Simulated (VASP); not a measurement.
A run of VASP 6.6.1:

Contents of INCAR:

```
PREC = Accurate ; ENCUT = 520
EDIFF = 1E-6 ; ISMEAR = 0
SIGMA = 0.1 ; LREAL = False
LASPH = True ; NELM = 80
ALGO = Normal ; ISIF = 2
LWAVE = False ; LCHARG = True
LDIPOL = True ; IDIPOL = 3
DIPOL = 0.5 0.5 0.499 ; GGA = PE
LELF = True ; LVHAR = True
LVACPOTAV = True ; NBANDS = 54
```

The input KPOINTS:

```
Automatic mesh
0
Gamma
  8 5 1
```

File POSCAR:

```
Sc
1.0
    3.3087979000      0.0000000000      0.0000000000
    0.0000000000      5.2680000000      0.0000000000
    0.0000000000      0.0000000000     30.5068446311
Sc
8
Direct
    0.0000000000      0.2500000000      0.3277952906
    0.0000000000      0.7500000000      0.3904151866
    0.5000000000      0.2500000000      0.4217251346
    0.5000000000      0.7500000000      0.4843450307
    0.0000000000      0.2500000000      0.5159502587
    0.0000000000      0.7500000000      0.5789695378
    0.5000000000      0.2500000000      0.6095394553
    0.5000000000      0.7500000000      0.6656380860
```

Potentials or basis: VASP PAW PBE potentials, release 64 (Sc_sv).

Launch:

```console
$ cat potpaw_PBE.64/Sc_sv/POTCAR > POTCAR
$ mpirun -np 1 vasp_std > vasp.out
```

Hardware: 1 thread of AMD EPYC 7R43 64-Core Processor (Zen 3), with other jobs on the host.

**Question.** How long does it take, and how much memory?

**Answer.** Run time: 19 min on 1 thread of AMD EPYC 7R43 64-Core Processor (Zen 3), with other jobs on the host, peak memory 0.71 GiB. Counts: scf iterations 34, k points 15.
